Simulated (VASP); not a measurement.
# TePb (Fm-3m) in VASP: single point with HSE06

Aim: the single point of TePb with HSE06.

Program: VASP 6.6.1. These are calculated values, not measurements. Logs are shortened: lines on timing, memory, paths and dates and some standing lists are left out, and cuts for length are marked.

## Step 1: The cell of the first run

Symmetry: Fm-3m, No. 225, cubic system. Conventional cell: a = 6.536 Å, b = 6.536 Å, c = 6.536 Å, α = 90.00°, β = 90.00°, γ = 90.00°. Within 4.3 Å of Pb (site symmetry m-3m) lie 6 Te at 3.27 Å. Within 4.3 Å of Te (site symmetry m-3m) lie 6 Pb at 3.27 Å.

## Step 2: Single point, HSE06

Input file POSCAR:

```
TePb
1.0
    0.0000000000      3.2678368411      3.2678368411
    3.2678368411      0.0000000000      3.2678368411
    3.2678368411      3.2678368411      0.0000000000
Pb Te
1 1
Direct
    0.0000000000      0.0000000000      0.0000000000
    0.5000000000      0.5000000000      0.5000000000
```

Input file INCAR.step1:

```
SYSTEM = TePb
PREC = Accurate
ENCUT = 520
EDIFF = 1E-5
ISMEAR = 0
SIGMA = 0.01
LREAL = .FALSE.
LASPH = .TRUE.
NELM = 100
ALGO = Normal
ISIF = 2
LWAVE = .TRUE.
GGA = PE
NBANDS = 17
```

Input file INCAR.step2:

```
SYSTEM = TePb
PREC = Accurate
ENCUT = 520
EDIFF = 1E-6
ISMEAR = 0
SIGMA = 0.01
LREAL = .FALSE.
LASPH = .TRUE.
NELM = 100
ALGO = Normal
ISIF = 2
LWAVE = .FALSE.
LCHARG = .TRUE.
GGA = PE
LHFCALC = .TRUE.
HFSCREEN = 0.2079
PRECFOCK = Normal
LELF = .TRUE.
LVHAR = .TRUE.
ISTART = 1
NBANDS = 17
```

Input file KPOINTS:

```
regular mesh
0
G
  6 6 6
  0 0 0
```

Potentials or basis: VASP PAW PBE potentials, release 64 (Pb_d, Te).

The run is started by

```bash
cat potpaw_PBE.64/Pb_d/POTCAR potpaw_PBE.64/Te/POTCAR > POTCAR
cp INCAR.step1 INCAR
mpirun -np 1 vasp_std > vasp.out
cp INCAR.step2 INCAR
mpirun -np 1 vasp_std > vasp.out
```

OUTCAR:

```text
SYSTEM = TePb
   PREC = Accurate
   ENCUT = 520
   EDIFF = 1E-6
   ISMEAR = 0
   LREAL = .FALSE.
   LASPH = .TRUE.
   NELM = 100
   ISIF = 2
   GGA = PE
   LHFCALC = .TRUE.
   HFSCREEN = 0.2079
   PRECFOCK = Normal
   ISTART = 1

 ion  position               nearest neighbor table
   1  0.000  0.000  0.000-   2 3.27   2 3.27   2 3.27   2 3.27   2 3.27   2 3.27
   2  0.500  0.500  0.500-   1 3.27   1 3.27   1 3.27   1 3.27   1 3.27   1 3.27

  LATTYP: Found a face centered cubic cell.
 ALAT       =     6.5356736822

  Lattice vectors:

 A1 = (   0.0000000000,   3.2678368411,   3.2678368411)
 A2 = (   3.2678368411,   0.0000000000,   3.2678368411)
 A3 = (   3.2678368411,   3.2678368411,   0.0000000000)

Analysis of symmetry for initial positions (statically):
=====================================================================
 Subroutine PRICEL returns:
 Original cell was already a primitive cell.

 Routine SETGRP: Setting up the symmetry group for a
 face centered cubic supercell.

 Subroutine GETGRP returns: Found 48 space group operations
 (whereof 48 operations were pure point group operations)
 out of a pool of 48 trial point group operations.

The static configuration has the point symmetry O_h .

Analysis of symmetry for dynamics (positions and initial velocities):
=====================================================================
 Subroutine PRICEL returns:
 Original cell was already a primitive cell.

 Routine SETGRP: Setting up the symmetry group for a
 face centered cubic supercell.

 Subroutine GETGRP returns: Found 48 space group operations
 (whereof 48 operations were pure point group operations)
 out of a pool of 48 trial point group operations.

The dynamic configuration has the point symmetry O_h .

 Subroutine INISYM returns: Found 48 space group operations
 (whereof 48 operations are pure point group operations),
 and found     1 'primitive' translations

----------------------------------------------------------------------------------------

                                     Primitive cell

  volume of cell :      69.7929

  direct lattice vectors                    reciprocal lattice vectors
     0.000000000  3.267836841  3.267836841    -0.153006415  0.153006415  0.153006415
     3.267836841  0.000000000  3.267836841     0.153006415 -0.153006415  0.153006415
     3.267836841  3.267836841  0.000000000     0.153006415  0.153006415 -0.153006415

  length of vectors
     4.621419180  4.621419180  4.621419180     0.265014885  0.265014885  0.265014885

  position of ions in fractional coordinates (direct lattice)
     0.000000000  0.000000000  0.000000000
     0.500000000  0.500000000  0.500000000

  ion indices of the primitive-cell ions
   primitive index   ion index
                 1           1
                 2           2

----------------------------------------------------------------------------------------

 KPOINTS: regular mesh

Automatic generation of k-mesh.
 Grid dimensions read from file:
 generate k-points for:    6    6    6

 Generating k-lattice:

  Cartesian coordinates                     Fractional coordinates (reciprocal lattice)
    -0.025501069  0.025501069  0.025501069     0.166666667  0.000000000  0.000000000
     0.025501069 -0.025501069  0.025501069     0.000000000  0.166666667  0.000000000
     0.025501069  0.025501069 -0.025501069     0.000000000  0.000000000  0.166666667

  Length of vectors
     0.044169147  0.044169147  0.044169147

  Shift w.r.t. Gamma in fractional coordinates (k-lattice)
     0.000000000  0.000000000  0.000000000

 Subroutine IBZKPT returns following result:
 ===========================================

 Found     16 irreducible k-points:

 Following reciprocal coordinates:
            Coordinates               Weight
  0.000000  0.000000  0.000000      1.000000
  0.166667  0.000000  0.000000      8.000000
  0.333333  0.000000  0.000000      8.000000
  0.500000  0.000000  0.000000      4.000000
  0.166667  0.166667  0.000000      6.000000
  0.333333  0.166667  0.000000     24.000000
[... 8 lines left out ...]
 -0.333333  0.333333  0.166667     24.000000
 -0.333333  0.500000  0.166667     12.000000
   k-points           NKPTS =     16   k-points in BZ     NKDIM =    216   number of bands    NBANDS=     17
   number of dos      NEDOS =    301   number of ions     NIONS =      2
   total plane-waves  NPLWV =  46656
   dimension x,y,z NGX =    36 NGY =   36 NGZ =   36
   dimension x,y,z NGXF=    72 NGYF=   72 NGZF=   72
   ions per type =               1   1
   NGX,Y,Z   is equivalent  to a cutoff of  12.95, 12.95, 12.95 a.u.
   NGXF,Y,Z  is equivalent  to a cutoff of  25.90, 25.90, 25.90 a.u.
 SYSTEM =  TePb
   PREC   = accura    normal or accurate (medium, high low for compatibility)
   ISTART =      1    job   : 0-new  1-cont  2-samecut
   ICHARG =      0    charge: 1-file 2-atom 10-const
   ISPIN  =      1    spin polarized calculation?
   LNONCOLLINEAR =      F non collinear calculations
   LSORBIT =      F    spin-orbit coupling
   LASPH  =      T    aspherical Exc in radial PAW
   ENCUT  =  520.0 eV  38.22 Ry    6.18 a.u.   8.59  8.59  8.59*2*pi/ulx,y,z
   NELM   =    100;   NELMIN=  2; NELMDL=  0     # of ELM steps
   EDIFF  = 0.1E-05   stopping-criterion for ELM
   LREAL  =      F    real-space projection
   EDIFFG = 0.1E-04   stopping-criterion for IOM
   NSW    =      0    number of steps for IOM
   IBRION =     -1    ionic relax: 0-MD 1-quasi-New 2-CG
   NFREE  =      0    steps in history (QN), initial steepest desc. (CG)
   ISIF   =      2    stress and relaxation
   ISYM   =      3    0-nonsym 1-usesym 2-fastsym
   POTIM  = 0.5000    time-step for ionic-motion
   TEBEG  =    0.0;   TEEND  =   0.0 temperature during run
   PSTRESS=    0.0 pullay stress
   NELECT =      20.0000    total number of electrons
   NUPDOWN=      -1.0000    fix difference up-down
   EMIN   =  10.00;   EMAX   =-10.00  energy-range for DOS
   EFERMI =   0.00;   METHOD = LEGACY
   ISMEAR =     0;   SIGMA  =   0.01  broadening in eV -4-tet -1-fermi 0-gaus
   EFERMI_NEDOS =   21; number of points for ismear=-14 and -15
   IALGO  =     38    algorithm
   IMIX   =      1    mixing-type and parameters
     AMIX     =   0.40;   BMIX     =  1.00
     AMIX_MAG =   1.60;   BMIX_MAG =  1.00
  volume/ion in A,a.u.               =      34.90       235.49
  Fermi-wavevector in a.u.,A,eV,Ry     =   1.079314  2.039608 15.849680  1.164919
  Thomas-Fermi vector in A             =   2.215276
   LORBIT       =      0    0 simple, 1 ext, 2 COOP (PROOUT), +10 PAW based schemes
   GGA     = PE    functional components
   LHFCALC =     T    Hartree Fock is set to
   PRECFOCK=normal    Normal, Fast or Accurate (Low or Medium for compatibility)
   ENCUT4O =  -1.0   cutoff for four orbital integrals eV
   NKREDX  =     1    reduce k-point grid by
   NKREDY  =     1    reduce k-point grid by
   NKREDZ  =     1    reduce k-point grid by
   AEXX    =    0.2500 exact exchange contribution
   HFSCREEN=    0.2079 screening length (either q_TF or 0.3 A-1)
   HFSCREENC=   0.2079 screening length for correlation (either q_TF or 0.3 A-1)
   ENCUTFOCK=  -1.0 apply spherical cutoff to Coloumb kernel
   IVDW    =     0    specifies the selected vdW correction
   LEPSILON=     F    determine dielectric tensor
   LRPA    =     F    only Hartree local field effects (RPA)
 non-spin polarized calculation
 Gauss-broadening in eV      SIGMA  =   0.01
  energy-cutoff  :      520.00
  volume of cell :       69.79
 maximum number of plane-waves:      1895
 NGX is ok and might be reduce to    36
  NGX = 28; NGY = 28; NGZ = 28

 number of electron      20.0000002 magnetization

 Free energy of the ion-electron system (eV)
  ---------------------------------------------------
  ext. energy  EPLUGINS =         0.00000000
  ---------------------------------------------------
  free energy    TOTEN  =        -8.97607458 eV

  energy without entropy =       -8.97607458  energy(sigma->0) =       -8.97607458

 E-fermi :   4.9703     XC(G=0):  -7.6394

 val. band max:        4.9080295130   @ k =   0.5000   0.0000   0.0000
 cond. band min:       6.0707106303   @ k =   0.5000   0.0000   0.0000
 fundamental gap:      1.1626811174
 Fermi energy:         4.9703379813

 k-point     1 :       0.0000    0.0000    0.0000
  band No.  band energies     occupation
      1     -13.5876      2.00000
      2     -13.5876      2.00000
      3     -13.5732      2.00000
      4     -13.5732      2.00000
      5     -13.5732      2.00000
      6      -8.0602      2.00000
[... 9 lines left out ...]
     16      11.3618      0.00000
     17      12.9899      0.00000

 k-point     2 :       0.1667    0.0000    0.0000
  band No.  band energies     occupation
      1     -13.5909      2.00000
      2     -13.5909      2.00000
      3     -13.5727      2.00000
      4     -13.5700      2.00000
      5     -13.5700      2.00000
      6      -7.8103      2.00000
[... 9 lines left out ...]
     16      11.8939      0.00000
     17      14.5688      0.00000

 k-point     3 :       0.3333    0.0000    0.0000
  band No.  band energies     occupation
      1     -13.5986      2.00000
      2     -13.5986      2.00000
      3     -13.5717      2.00000
      4     -13.5625      2.00000
      5     -13.5625      2.00000
      6      -7.1328      2.00000
[... 9 lines left out ...]
     16      13.3149      0.00000
     17      16.6354      0.00000

 k-point     4 :       0.5000    0.0000    0.0000
  band No.  band energies     occupation
      1     -13.6026      2.00000
      2     -13.6026      2.00000
      3     -13.5713      2.00000
      4     -13.5586      2.00000
      5     -13.5586      2.00000
      6      -6.5661      2.00000
[... 9 lines left out ...]
     16      14.9758      0.00000
     17      14.9758      0.00000
[... 183 lines left out ...]
      1     -13.6185      2.00000
      2     -13.5902      2.00000
      3     -13.5731      2.00000
      4     -13.5601      2.00000
      5     -13.5569      2.00000
      6      -6.6494      2.00000
[... 9 lines left out ...]
     16      14.7671      0.00000
     17      15.1956      0.00000

 k-point    15 :      -0.3333    0.3333    0.1667
  band No.  band energies     occupation
      1     -13.6208      2.00000
      2     -13.5934      2.00000
      3     -13.5671      2.00000
      4     -13.5650      2.00000
      5     -13.5538      2.00000
      6      -6.2649      2.00000
[... 9 lines left out ...]
     16      16.0104      0.00000
     17      16.1745      0.00000

 k-point    16 :      -0.3333    0.5000    0.1667
  band No.  band energies     occupation
      1     -13.6321      2.00000
      2     -13.5867      2.00000
      3     -13.5743      2.00000
      4     -13.5589      2.00000
      5     -13.5508      2.00000
      6      -6.1957      2.00000
[... 9 lines left out ...]
     16      16.3208      0.00000
     17      17.1954      0.00000

------------------------ aborting loop because EDIFF is reached ----------------------------------------

  FORCE on cell =-STRESS in cart. coord.  units (eV):
  Direction    XX          YY          ZZ          XY          YZ          ZX
  --------------------------------------------------------------------------------------
  -------------------------------------------------------------------------------------
  Total       -0.2340461     -0.2340461     -0.2340461      0.0000000     -0.0000000      0.0000000
  in kB       -5.3728019     -5.3728019     -5.3728019      0.0000000     -0.0000000      0.0000000
  external PRESSURE =      -5.3728019 kB  Pullay stress =       0.0000000 kB

 VOLUME and BASIS-vectors are now :
 -----------------------------------------------------------------------------
  energy-cutoff  :      520.00
  volume of cell :       69.79
      direct lattice vectors                 reciprocal lattice vectors
     0.000000000  3.267836841  3.267836841    -0.153006415  0.153006415  0.153006415
     3.267836841  0.000000000  3.267836841     0.153006415 -0.153006415  0.153006415
     3.267836841  3.267836841  0.000000000     0.153006415  0.153006415 -0.153006415

 POSITION                                       TOTAL-FORCE (eV/Angst)
 -----------------------------------------------------------------------------------
      0.00000      0.00000      0.00000         0.000000     -0.000000      0.000000
      3.26784      3.26784      3.26784        -0.000000      0.000000     -0.000000
 -----------------------------------------------------------------------------------
    total drift:                               -0.000001     -0.000001     -0.000000

  FREE ENERGIE OF THE ION-ELECTRON SYSTEM (eV)
  ---------------------------------------------------
  free  energy   TOTEN  =        -8.9760745791 eV

  energy  without entropy=       -8.9760745791  energy(sigma->0) =       -8.97607458
```

Wall time 1.9 h (1 thread of Oxide Virtual Turin-like, shared host); peak memory 0.32 GiB.

Results:

```
Free energy            : -8.9761 eV
Pressure               : -0.5 GPa
Band gap on the k mesh : 1.16 eV
```

Levels at points of the mesh, in eV from the valence-band top:
```tsv
k point	band 7	band 8	band 9	band 10	band 11	band 12	band 13	band 14
(0.00, 0.00, 0.00)	-6.01	-1.44	-1.44	-1.44	4.73	4.73	4.73	6.45
(0.50, 0.00, 0.00)	-9.20	-0.99	-0.99	0.00	1.16	1.74	1.74	9.11
(0.50, 0.50, 0.00)	-7.79	-4.78	-2.97	-2.97	3.86	6.15	6.15	7.40
```

Caveat: the PAW data sets were made with another functional, which shifts forces and pressure a little; spin-orbit coupling is left out, which moves the levels of the heavy elements. A k mesh can miss the band edges.
